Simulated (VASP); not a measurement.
# Yb (Fm-3m) in VASP: single point with RPBE

Aim: the single point of Yb with RPBE.

Everything below comes from runs of VASP 6.6.1. Logs are shortened: lines on timing, memory, paths and dates and some standing lists are left out, and cuts for length are marked.

## Step 1: The cell of the first run

Symmetry: Fm-3m, No. 225, cubic system. The conventional cell has a = 5.379 Å, b = 5.379 Å, c = 5.379 Å, α = 90.00°, β = 90.00°, γ = 90.00°. Yb (site symmetry m-3m) has 12 Yb at 3.80 Å within 5.0 Å.

## Step 2: Single point, RPBE, non-collinear spin, zero start, spin-orbit coupling

Contents of INCAR:

```
SYSTEM = Yb
ALGO = Normal
EDIFF = 1E-6
ENCUT = 520
GGA = RP
GGA_COMPAT = .FALSE.
ISIF = 2
ISMEAR = -1
LASPH = .TRUE.
LCHARG = .FALSE.
LMAXMIX = 6
LORBIT = 11
LORBMOM = .TRUE.
LREAL = .FALSE.
LSORBIT = .TRUE.
LWAVE = .FALSE.
MAGMOM = 0 0 0
NBANDS = 35
NELM = 150
PREC = Accurate
SIGMA = 0.1
```

Contents of KPOINTS:

```
k-points
0
G
  10 10 10
  0 0 0
```

Contents of POSCAR:

```
Yb
1.0
    0.0000000000      2.6895878674      2.6895878674
    2.6895878674      0.0000000000      2.6895878674
    2.6895878674      2.6895878674      0.0000000000
Yb
1
Direct
    0.0000000000      0.0000000000      0.0000000000
```

Potentials or basis: VASP PAW PBE potentials, release 64 (Yb).

Launch:

```sh
> cat potpaw_PBE.64/Yb/POTCAR > POTCAR
> mpirun -np 1 vasp_ncl > vasp.out
```

OUTCAR:

```text
SYSTEM = Yb
   EDIFF = 1E-6
   ENCUT = 520
   GGA = RP
   ISIF = 2
   ISMEAR = -1
   LASPH = .TRUE.
   LORBIT = 11
   LREAL = .FALSE.
   LSORBIT = .TRUE.
   NELM = 150
   PREC = Accurate

 ion  position               nearest neighbor table
   1  0.000  0.000  0.000-

  LATTYP: Found a face centered cubic cell.
 ALAT       =     5.3791757348

  Lattice vectors:

 A1 = (   0.0000000000,   2.6895878674,   2.6895878674)
 A2 = (   2.6895878674,   0.0000000000,   2.6895878674)
 A3 = (   2.6895878674,   2.6895878674,   0.0000000000)

Analysis of symmetry for initial positions (statically):
=====================================================================
 Subroutine PRICEL returns:
 Original cell was already a primitive cell.

 Routine SETGRP: Setting up the symmetry group for a
 face centered cubic supercell.

 Subroutine GETGRP returns: Found 48 space group operations
 (whereof 48 operations were pure point group operations)
 out of a pool of 48 trial point group operations.

The static configuration has the point symmetry O_h .

Analysis of symmetry for dynamics (positions and initial velocities):
=====================================================================
 Subroutine PRICEL returns:
 Original cell was already a primitive cell.

 Routine SETGRP: Setting up the symmetry group for a
 face centered cubic supercell.

 Subroutine GETGRP returns: Found 48 space group operations
 (whereof 48 operations were pure point group operations)
 out of a pool of 48 trial point group operations.

The dynamic configuration has the point symmetry O_h .

Analysis of structural, dynamic, and magnetic symmetry:
=====================================================================
 Subroutine PRICEL returns:
 Original cell was already a primitive cell.

 Routine SETGRP: Setting up the symmetry group for a
 face centered cubic supercell.

 Subroutine GETGRP returns: Found 48 space group operations
 (whereof 48 operations were pure point group operations)
 out of a pool of 48 trial point group operations.

The overall configuration has the point symmetry O_h .

 Subroutine INISYM returns: Found 48 space group operations
 (whereof 48 operations are pure point group operations),
 and found     1 'primitive' translations

----------------------------------------------------------------------------------------

                                     Primitive cell

  volume of cell :      38.9123

  direct lattice vectors                    reciprocal lattice vectors
     0.000000000  2.689587867  2.689587867    -0.185902088  0.185902088  0.185902088
     2.689587867  0.000000000  2.689587867     0.185902088 -0.185902088  0.185902088
     2.689587867  2.689587867  0.000000000     0.185902088  0.185902088 -0.185902088

  length of vectors
     3.803651639  3.803651639  3.803651639     0.321991861  0.321991861  0.321991861

  position of ions in fractional coordinates (direct lattice)
     0.000000000  0.000000000  0.000000000

  ion indices of the primitive-cell ions
   primitive index   ion index
                 1           1

----------------------------------------------------------------------------------------

 KPOINTS: k-points

Automatic generation of k-mesh.
 Grid dimensions read from file:
 generate k-points for:   10   10   10

 Generating k-lattice:

  Cartesian coordinates                     Fractional coordinates (reciprocal lattice)
    -0.018590209  0.018590209  0.018590209     0.100000000  0.000000000  0.000000000
     0.018590209 -0.018590209  0.018590209     0.000000000  0.100000000  0.000000000
     0.018590209  0.018590209 -0.018590209     0.000000000  0.000000000  0.100000000

  Length of vectors
     0.032199186  0.032199186  0.032199186

  Shift w.r.t. Gamma in fractional coordinates (k-lattice)
     0.000000000  0.000000000  0.000000000

 Subroutine IBZKPT returns following result:
 ===========================================

[... 46 lines left out ...]
   NELM   =    150;   NELMIN=  2; NELMDL= -5     # of ELM steps
   EDIFF  = 0.1E-05   stopping-criterion for ELM
   LREAL  =      F    real-space projection
   EDIFFG = 0.1E-04   stopping-criterion for IOM
   NSW    =      0    number of steps for IOM
   IBRION =     -1    ionic relax: 0-MD 1-quasi-New 2-CG
   NFREE  =      0    steps in history (QN), initial steepest desc. (CG)
   ISIF   =      2    stress and relaxation
   ISYM   =      2    0-nonsym 1-usesym 2-fastsym
   POTIM  = 0.5000    time-step for ionic-motion
   TEBEG  =    0.0;   TEEND  =   0.0 temperature during run
   PSTRESS=    0.0 pullay stress
   NELECT =      24.0000    total number of electrons
   NUPDOWN=      -1.0000    fix difference up-down
   EMIN   =  10.00;   EMAX   =-10.00  energy-range for DOS
   EFERMI =   0.00;   METHOD = LEGACY
   ISMEAR =    -1;   SIGMA  =   0.10  broadening in eV -4-tet -1-fermi 0-gaus
   EFERMI_NEDOS =   21; number of points for ismear=-14 and -15
   IALGO  =     38    algorithm
   IMIX   =      4    mixing-type and parameters
     AMIX     =   0.40;   BMIX     =  1.00
     AMIX_MAG =   1.60;   BMIX_MAG =  1.00
  volume/ion in A,a.u.               =      38.91       262.59
  Fermi-wavevector in a.u.,A,eV,Ry     =   1.393530  2.633389 26.421488  1.941925
  Thomas-Fermi vector in A             =   2.517167
   LORBIT       =     11    0 simple, 1 ext, 2 COOP (PROOUT), +10 PAW based schemes
   GGA     = RP    functional components
   LHFCALC =     F    Hartree Fock is set to
   AEXX    =    0.0000 exact exchange contribution
   IVDW    =     0    specifies the selected vdW correction
   LEPSILON=     F    determine dielectric tensor
   LRPA    =     F    only Hartree local field effects (RPA)
  energy-cutoff  :      520.00
  volume of cell :       38.91
 maximum number of plane-waves:      2134
   NGX = 15   NGY = 15   NGZ = 15

 number of electron      23.9999990 magnetization       0.0000000      0.0000000      0.0000000

 number of electron      23.9999990 magnetization      -0.0000000     -0.0000000     -0.0000000

 number of electron      23.9999990 magnetization      -0.0000000      0.0000000      0.0000000

 number of electron      23.9999990 magnetization       0.0000000     -0.0000000     -0.0000000

 Free energy of the ion-electron system (eV)
  ---------------------------------------------------
  ext. energy  EPLUGINS =         0.00000000
  ---------------------------------------------------
  free energy    TOTEN  =        -4.25499632 eV

  energy without entropy =       -4.13083504  energy(sigma->0) =       -4.19291568

 E-fermi :   1.5041     XC(G=0):  -8.9873

 val. band max:        1.4062513243   @ k =  -0.4000   0.3000   0.0000
 cond. band min:       1.5063038603   @ k =  -0.4000   0.2000   0.1000
 fundamental gap:      0.1000525360
 Fermi energy:         1.5041052086

 k-point     1 :       0.0000    0.0000    0.0000
  band No.  band energies     occupation
      1     -50.7464      1.00000
      2     -50.7464      1.00000
      3     -26.8509      1.00000
      4     -26.8509      1.00000
      5     -21.1157      1.00000
      6     -21.1157      1.00000
[... 901 lines left out ...]
     34       7.4057      0.00000
     35       9.3322      0.00000

 [... further k-points ...]
[... 5 lines left out ...]
  --------------------------------------------------------------------------------------
  -------------------------------------------------------------------------------------
  Total       -0.1161706     -0.1161706     -0.1161706      0.0000000      0.0000000      0.0000000
  in kB       -4.7832128     -4.7832128     -4.7832128      0.0000000      0.0000000      0.0000000
  external PRESSURE =      -4.7832128 kB  Pullay stress =       0.0000000 kB

 VOLUME and BASIS-vectors are now :
 -----------------------------------------------------------------------------
  energy-cutoff  :      520.00
  volume of cell :       38.91
      direct lattice vectors                 reciprocal lattice vectors
     0.000000000  2.689587867  2.689587867    -0.185902088  0.185902088  0.185902088
     2.689587867  0.000000000  2.689587867     0.185902088 -0.185902088  0.185902088
     2.689587867  2.689587867  0.000000000     0.185902088  0.185902088 -0.185902088

 POSITION                                       TOTAL-FORCE (eV/Angst)
 -----------------------------------------------------------------------------------
      0.00000      0.00000      0.00000         0.000000     -0.000000      0.000000
 -----------------------------------------------------------------------------------
    total drift:                               -0.000000     -0.000000     -0.000000

  FREE ENERGIE OF THE ION-ELECTRON SYSTEM (eV)
  ---------------------------------------------------
  free  energy   TOTEN  =        -4.2549963198 eV

  energy  without entropy=       -4.1308350355  energy(sigma->0) =       -4.19291568

 orbital moment (x)

 # of ion     p       d       f       tot
 ------------------------------------------------
  1         0.000   0.000   0.000   0.000
 ------------------------------------------------
            0.000   0.000   0.000   0.000

 orbital moment (y)

 # of ion     p       d       f       tot
 ------------------------------------------------
  1         0.000  -0.000   0.000   0.000
 ------------------------------------------------
            0.000  -0.000   0.000   0.000

 orbital moment (z)

 # of ion     p       d       f       tot
 ------------------------------------------------
  1         0.000  -0.000   0.000   0.000
 ------------------------------------------------
            0.000  -0.000   0.000   0.000

 Spin-Orbit-Coupling matrix elements

 Ion:    1  E_soc:     -1.7899248
 l=   1
     0.0000000    -0.2559727    -0.2559727
    -0.2559727     0.0000000    -0.2559727
    -0.2559727    -0.2559727     0.0000000
 l=   2
     0.0000000    -0.0000967     0.0000000    -0.0000967    -0.0006839
    -0.0000967     0.0000000    -0.0005129    -0.0000967    -0.0001710
     0.0000000    -0.0005129     0.0000000    -0.0005129     0.0000000
    -0.0000967    -0.0000967    -0.0005129     0.0000000    -0.0001710
    -0.0006839    -0.0001710     0.0000000    -0.0001710     0.0000000
 l=   3
     0.0000000    -0.0047903     0.0000000     0.0000000     0.0000000    -0.0043773    -0.0261333
    -0.0047903     0.0000000    -0.0079838     0.0000000    -0.0079838    -0.0127741    -0.0047903
     0.0000000    -0.0079838     0.0000000    -0.0178311    -0.0026601    -0.0065850     0.0000000
     0.0000000     0.0000000    -0.0178311     0.0000000    -0.0178311     0.0000000     0.0000000
     0.0000000    -0.0079838    -0.0026601    -0.0178311     0.0000000    -0.0065850     0.0000000
    -0.0043773    -0.0127741    -0.0065850     0.0000000    -0.0065850     0.0000000    -0.0043773
    -0.0261333    -0.0047903     0.0000000     0.0000000     0.0000000    -0.0043773     0.0000000

 total charge

# of ion       s       p       d       f       tot
--------------------------------------------------
    1        2.215   6.153   0.260  13.563  22.191

 magnetization (x)

# of ion       s       p       d       f       tot
--------------------------------------------------
    1       -0.000   0.000  -0.000  -0.000  -0.000

 magnetization (y)

# of ion       s       p       d       f       tot
--------------------------------------------------
    1       -0.000   0.000   0.000   0.000  -0.000

 magnetization (z)

# of ion       s       p       d       f       tot
--------------------------------------------------
    1        0.000  -0.000  -0.000   0.000   0.000
```

Run time: 5 min. Hardware: 1 thread of Intel Xeon Platinum 8259CL at 2.50GHz (Skylake/Cascade Lake), shared host; peak memory 0.31 GiB.

What came out:

| Property | Result |
| --- | --- |
| Free energy | -4.2550 eV |
| Pressure | -0.5 GPa |
| Net moment | 0.00 μB per cell |
| Valence electrons inside the program's atomic spheres | Yb 22.19 |

Moments on the atoms (μB; x, y, z):
```
Yb  0.00 0.00 0.00
```

Caveat: the PAW data sets were made with another functional, which shifts forces and pressure a little. The state reached can hang on the start; a lower one may exist.
